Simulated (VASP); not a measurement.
Sn, 1 atom in the cell. Symmetry: Immm, No. 71, orthorhombic system. Conventional cell: a = 3.382 Å, b = 3.909 Å, c = 4.216 Å, α = 90.00°, β = 90.00°, γ = 90.00°. Sn (site symmetry mmm) has 14 Sn at 3.34 to 4.22 Å within 4.4 Å. 

```yaml
Program: VASP 6.6.1
Task: relaxation of cell and atoms
Functional: PBE
Dispersion: D3(BJ)
Potentials_or_basis: VASP PAW PBE potentials, release 64 (Sn_d)
Cutoff: 600 eV
k_mesh: 16 × 16 × 16
Occupations: gaussian, width 0.1 eV
Spin: no spin polarisation
Dipole_correction: no
Further_INCAR_settings: ALGO = Normal; EDIFF = 1e-06; IBRION = 2; EDIFFG = -0.005; NSW = 100; ISIF = 3
```

Potentials or basis: VASP PAW PBE potentials, release 64 (Sn_d).

The run is started by

```sh
$ cat potpaw_PBE.64/Sn_d/POTCAR > POTCAR
$ mpirun -np 1 vasp_std > vasp.out
```

Hardware: 1 thread of Intel(R) Xeon(R) Platinum 8488C (Sapphire Rapids), with other jobs on the host.

**Question.** Estimate the wall time of this run.

**Answer.** Wall time 24 min on 1 thread of Intel(R) Xeon(R) Platinum 8488C (Sapphire Rapids) (shared host), peak memory 0.41 GiB. Counts: scf iterations 150, k points 621, ion steps 32.
